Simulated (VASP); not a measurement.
Runs of VASP 6.6.1 on InF (zincblende type). The structure is that of space group F-43m (No. 216), or close to it. The cells are those of the table. 

| task | cell | gap on the mesh (eV) | pressure (GPa) |
| --- | --- | --- | --- |
| single point | a = 4.163 Å, angles 60.0°, 2 atoms | 1.66 | 1.4 |
| electric field gradients | a = 4.206 Å, angles 60.0°, 2 atoms | 1.79 | 0.6 |
| electric field gradients | a = 4.249 Å, angles 60.0°, 2 atoms | (a) | -0.1 |
| single point | a = 4.291 Å, angles 60.0°, 2 atoms | 2.03 | (b) |
| single point | a = 4.332 Å, angles 60.0°, 2 atoms | 2.14 | -1.2 |
| electric field gradients | a = 4.163 Å, angles 60.0°, 2 atoms | 1.66 | 1.4 |
| single point | a = 4.206 Å, angles 60.0°, 2 atoms | 1.79 | 0.6 |

Alike in all rows: level PBE; potentials or basis VASP PAW PBE potentials, release 64 (In_d, F); no spin polarisation; k mesh 13 × 13 × 13; cutoff (eV) 520; smearing fermi-dirac 0.05 eV.

Task: Estimate the missing entries.

Result: (a) 1.92; (b) -0.7.

Caveats: spin-orbit coupling is left out, which moves the levels of the heavy elements.

A k mesh can miss the band edges, and the runs leave out spin-orbit coupling on In.
